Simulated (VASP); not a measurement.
Input of a VASP 6.6.1 run:

Contents of INCAR:

```
SYSTEM = Hf32HO64
PREC     = Accurate       ! precision mode
ENCUT    = 520            ! plane-wave cutoff, eV
EDIFF    = 1E-6           ! SCF threshold, eV
ISMEAR   = -1             ! smearing method
SIGMA    = 0.01           ! smearing width, eV
LREAL    = Auto         
LASPH    = .TRUE.         ! aspherical terms in the spheres
NELM     = 120            ! most SCF steps
ALGO     = Normal         ! electronic algorithm
ISIF     = 2              ! what is computed and relaxed
LWAVE    = .FALSE.        ! write WAVECAR
LCHARG   = .FALSE.        ! write CHGCAR
GGA      = PE             ! functional
NELECT   = 706.0        
NBANDS   = 406            ! bands
GGA_COMPAT= .FALSE.
```

Contents of KPOINTS:

```
regular mesh
0
G
  1 1 1
  0 0 0
```

The input POSCAR:

```
Hf32HO64
1.0
    7.2095496100      7.2095496100      0.0000000000
   -7.2095496100      7.2095496100      0.0000000000
    0.0000000000      0.0000000000     10.5294135800
Hf O H
32 64 1
Direct
   -0.0102893352      0.2562678460      0.2382823941
    0.2470896104     -0.0046704282      0.2639185411
    0.0128659203     -0.0073686036      0.0135266674
    0.2638193266      0.2264491457     -0.0115559374
    0.0160996579      0.2290582624      0.7632147140
    0.2690677163     -0.0082647341      0.7376655280
   -0.0107182628      0.0209304869      0.4853906402
    0.2335897561      0.2568300649      0.5080259531
   -0.0195113435      0.7578932575      0.2366226199
    0.2347225914      0.5275882680      0.2651305435
    0.0183680245      0.4914974683      0.0140297891
    0.2636037643      0.7278777575     -0.0142510566
    0.0123193689      0.7295261596      0.7648682936
    0.2647520316      0.4877343776      0.7389438183
   -0.0164175706      0.5206919111      0.4847768025
    0.2336250902      0.7546799935      0.5184939126
    0.4811145224      0.2570519690      0.2394205966
    0.7348663887      0.0189089520      0.2653208946
    0.5184156103     -0.0081342553      0.0157023590
    0.7652218871      0.2288662863     -0.0099340852
    0.5178617555      0.2287985612      0.7667592168
    0.7701430621     -0.0065016321      0.7373966048
    0.4913700149      0.0251977487      0.4942917033
    0.7365833388      0.2599486317      0.5108443194
    0.4671063942      0.7592736906      0.2401004428
    0.7308209407      0.5253549030      0.2657726494
    0.5165215516      0.4910287512      0.0150263867
    0.7623459048      0.7267497078     -0.0112584578
    0.5138438247      0.7285816227      0.7652034083
    0.7659756252      0.4906535177      0.7385812619
    0.4871609265      0.5195400873      0.4912319001
    0.7342693429      0.7606164151      0.5158447255
    0.1187046618      0.1451676924      0.3522444211
    0.3921082788      0.4121875355      0.3290120462
    0.1383981049      0.4057555236      0.4165651426
    0.3694884848      0.1586604208      0.3975648459
    0.1233476176      0.3957302289      0.1669748524
    0.3706911086      0.1140995025      0.1460316351
    0.1194585345      0.1412408003      0.1000048977
    0.3850752428      0.3523839188      0.0804908787
    0.1380809760      0.0952027127      0.8554726455
    0.3592421356      0.3384687181      0.8297880750
    0.1112129625      0.3441338052      0.9160861745
    0.3883619075      0.0944427818      0.8946761312
    0.1297416878      0.3558144653      0.6655097488
    0.3816021139      0.1340350561      0.6459966605
    0.1293162033      0.1125671871      0.6058288623
    0.3653459409      0.3926801607      0.5810058542
    0.1052179361      0.6520082315      0.3617332762
    0.4196468378      0.9251284926      0.3392197041
    0.1480965919      0.9071452153      0.4241069182
    0.3613547641      0.6487763489      0.4004937988
    0.1038906792      0.9004423410      0.1673646230
    0.3728153316      0.6077194988      0.1368630944
    0.1227082419      0.6402415812      0.1097410659
    0.3742755834      0.8650952756      0.0809997966
    0.1391992996      0.5979939844      0.8587918459
    0.3550360002      0.8380827252      0.8315936133
    0.1038213778      0.8389533223      0.9222381303
    0.3890336396      0.5950110825      0.8930990860
    0.1335355859      0.8550689793      0.6715598220
    0.3739106183      0.6336717237      0.6470362274
    0.1216150789      0.6116827187      0.6092978988
    0.3716563977      0.8909681526      0.5839910612
    0.6174204169      0.1586078410      0.3594978940
    0.8917778599      0.4112293961      0.3281526128
    0.6445389287      0.4138100074      0.4211711653
    0.8684284836      0.1570104104      0.3940986987
    0.6207998874      0.3915947638      0.1693428503
    0.8728024348      0.1153564800      0.1452312542
    0.6250675451      0.1363183068      0.1096104591
    0.8864441241      0.3552717166      0.0801935322
    0.6387625012      0.0928529412      0.8607791912
    0.8573113310      0.3388356123      0.8294418864
    0.6099274816      0.3396560989      0.9199077449
    0.8866649931      0.0973119209      0.8921824644
    0.6265267227      0.3621495761      0.6662897603
    0.8814840736      0.1344845760      0.6414661745
    0.6317151186      0.1195953846      0.6127813155
    0.8688668484      0.3926595476      0.5832742166
    0.6066224143      0.6597626326      0.3601610859
    0.8951522746      0.9100325907      0.3336282674
    0.6565218209      0.9198928305      0.4292363594
    0.8574432937      0.6542014624      0.3935600273
    0.6136766155      0.8928988118      0.1729672933
    0.8717369033      0.6139830364      0.1427342555
    0.6239127822      0.6349376769      0.1098787772
    0.8722141507      0.8594030641      0.0851318711
    0.6384888589      0.5950777800      0.8588811472
    0.8548185387      0.8398240540      0.8335674643
    0.6028379377      0.8363038402      0.9239724816
    0.8887448494      0.5952821155      0.8937888607
    0.6308620472      0.8609631957      0.6717282272
    0.8738154491      0.6348900727      0.6440407629
    0.6222628323      0.6185705998      0.6101947901
    0.8762598952      0.8899926463      0.5871177565
    0.2753176147      0.7907615525      0.2568402036
```

Potentials or basis: VASP PAW PBE potentials, release 64 (Hf_pv, O, H).

Command:

```console
$ cat potpaw_PBE.64/Hf_pv/POTCAR potpaw_PBE.64/O/POTCAR potpaw_PBE.64/H/POTCAR > POTCAR
$ mpirun -np 1 vasp_gam > vasp.out
```

What does it give for the largest force?

0.094 eV/Å.

Forces in eV/Å, atoms in the order of the input:
```
Hf  -0.016  0.015 -0.051
Hf   0.012 -0.015  0.042
Hf   0.028 -0.017  0.079
Hf  -0.001  0.002 -0.015
Hf  -0.013 -0.001  0.023
Hf   0.030 -0.030 -0.042
Hf   0.011  0.000 -0.035
Hf  -0.028  0.036  0.036
Hf  -0.039  0.043 -0.047
Hf   0.009  0.006  0.019
Hf   0.026 -0.031  0.043
Hf  -0.016  0.002 -0.036
Hf  -0.001  0.004  0.037
Hf   0.023 -0.020 -0.049
Hf   0.007  0.005 -0.041
Hf  -0.025  0.035  0.048
Hf  -0.029  0.023 -0.045
Hf   0.004 -0.005  0.045
Hf   0.021 -0.039  0.047
Hf   0.001  0.001 -0.027
Hf  -0.008 -0.002  0.023
Hf   0.019 -0.029 -0.033
Hf   0.007 -0.019 -0.069
Hf  -0.023  0.029  0.023
Hf  -0.055  0.039 -0.018
Hf   0.011 -0.001  0.031
Hf   0.011 -0.035  0.057
Hf  -0.013 -0.002 -0.019
Hf  -0.006 -0.009  0.034
Hf   0.027 -0.028 -0.043
Hf  -0.014  0.006 -0.033
Hf  -0.025  0.032  0.032
O   -0.024 -0.030 -0.005
O   -0.005 -0.003 -0.023
O   -0.013  0.006  0.033
O   -0.001 -0.006  0.047
O   -0.092 -0.002  0.013
O   -0.012  0.026  0.028
O    0.007 -0.015 -0.063
O    0.077 -0.003 -0.024
O   -0.017  0.040 -0.035
O    0.015  0.000 -0.031
O    0.013 -0.014  0.024
O   -0.012  0.034  0.031
O    0.075  0.000  0.033
O    0.056 -0.017  0.040
O   -0.030  0.016 -0.040
O   -0.074 -0.007 -0.019
O    0.025 -0.047 -0.024
O   -0.033 -0.027 -0.002
O    0.007  0.004  0.011
O   -0.005 -0.039  0.023
O   -0.049 -0.013  0.006
O   -0.032  0.018  0.035
O    0.044 -0.024 -0.031
O    0.085 -0.007 -0.021
O   -0.010  0.033 -0.020
O    0.016 -0.009 -0.018
O    0.017 -0.010  0.015
O   -0.011  0.036  0.031
O    0.081 -0.003  0.015
O    0.028 -0.021  0.032
O   -0.030  0.029 -0.038
O   -0.082 -0.006 -0.007
O    0.015 -0.025 -0.011
O   -0.010  0.011 -0.012
O   -0.022  0.004  0.021
O    0.010 -0.029  0.035
O   -0.087  0.005  0.022
O   -0.027  0.019  0.025
O    0.035 -0.024 -0.042
O    0.073  0.008 -0.027
O   -0.023  0.035 -0.024
O    0.013 -0.001 -0.030
O    0.024 -0.015  0.019
O   -0.003  0.035  0.028
O    0.073  0.003  0.036
O    0.040 -0.015  0.042
O   -0.031  0.017 -0.032
O   -0.078 -0.010 -0.030
O    0.031 -0.040 -0.020
O   -0.009  0.009 -0.020
O   -0.008 -0.004  0.006
O    0.011 -0.041  0.030
O   -0.087  0.029  0.002
O   -0.036  0.019  0.035
O    0.064 -0.018 -0.048
O    0.086  0.003 -0.028
O   -0.013  0.037 -0.028
O    0.019 -0.002 -0.031
O    0.015 -0.004  0.012
O   -0.012  0.036  0.024
O    0.080  0.006  0.022
O    0.027 -0.012  0.041
O   -0.035  0.023 -0.024
O   -0.091 -0.009 -0.022
H    0.013  0.013 -0.003
```

Caveat: the k points lie up to 0.62 Å⁻¹ apart; the cell carries a net charge on a neutralising background, which shifts energy and pressure.
